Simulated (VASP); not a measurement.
A run of VASP 6.6.1 is set up as follows.

Contents of INCAR:

```
PREC     = Accurate       # precision mode
ENCUT    = 520            # plane-wave cutoff, eV
EDIFF    = 1E-6           # SCF threshold, eV
ISMEAR   = -1             # smearing method
SIGMA    = 0.05           # smearing width, eV
LREAL    = F              # projectors in reciprocal space
LASPH    = T              # aspherical terms in the spheres
NELM     = 60             # most SCF steps
ALGO     = Normal         # electronic algorithm
ISIF     = 2              # what is computed and relaxed
LWAVE    = F              # write WAVECAR
LCHARG   = F              # write CHGCAR
GGA      = PE             # functional
ALDAC    = 0.0          
AGGAC    = 0.0          
NBANDS   = 32             # bands
```

Contents of KPOINTS:

```
Automatic mesh
0
Gamma
  8 8 8
```

POSCAR

```
Bi2Se3
1.0
    2.0575968965      1.1879541221      9.4812687632
   -2.0575968965      1.1879541221      9.4812687632
    0.0000000000     -2.3759082442      9.4812687632
Bi Se
2 3
Direct
    0.5992000000      0.5992000000      0.5992000000
    0.4008000000      0.4008000000      0.4008000000
    0.7883000000      0.7883000000      0.7883000000
    0.2117000000      0.2117000000      0.2117000000
    0.0000000000      0.0000000000      0.0000000000
```

Potentials or basis: VASP PAW PBE potentials, release 64 (Bi_d, Se).

Command:

```bash
$ cat potpaw_PBE.64/Bi_d/POTCAR potpaw_PBE.64/Se/POTCAR > POTCAR
$ mpirun -np 1 vasp_std > vasp.out
```

Problem. Predict the pressure.

Solution. 13.8 GPa.

Problem. Estimate the largest force.

Solution. 0.805 eV/Å.

Problem. What does it give for the band gap on the k mesh?

Solution. 0.28 eV.

Forces on the atoms (eV/Å):
```
Bi   0.000  0.000  0.261
Bi   0.000  0.000 -0.261
Se   0.000  0.000  0.805
Se   0.000  0.000 -0.805
Se   0.000  0.000  0.000
```

Caveat: the cell stands under pressure; spin-orbit coupling is left out, which moves the levels of the heavy elements. A k mesh can miss the band edges.
